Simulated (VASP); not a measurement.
Runs of VASP 6.6.1 on Ta. The structure is that of space group Im-3m (No. 229), or close to it. The cells are those of the table. 

| cell | gap on the mesh (eV) | pressure (GPa) |
| --- | --- | --- |
| a = 2.889 Å, angles 110.3, 110.3, 107.9°, 1 atom | none | (a) |
| a = 2.890 Å, angles 107.9, 107.9, 112.7°, 1 atom | none | -8.6 |
| a = 2.875 Å, angles 108.7, 108.7, 111.1°, 1 atom | none | -6.3 |
| a = 2.846 Å, angles 109.1, 109.1, 110.3°, 1 atom | none | -0.5 |
| a = 2.846 Å, angles 110.3, 110.3, 107.8°, 1 atom | none | -0.5 |

Alike in all rows: task single point; level PBEsol; potentials or basis VASP PAW PBE potentials, release 64 (Ta_pv); no spin polarisation; k mesh 20 × 20 × 20; cutoff (eV) 520; smearing gaussian 0.15 eV.

Q: Fill in the values left out.

A: (a) -9.0.

Caveats: the PAW data sets were made with another functional, which shifts forces and pressure a little; spin-orbit coupling is left out, which moves the levels of the heavy elements.

A k mesh can miss the band edges, and the runs leave out spin-orbit coupling on Ta.

A gap of «none» marks levels without a gap at the run's occupations.
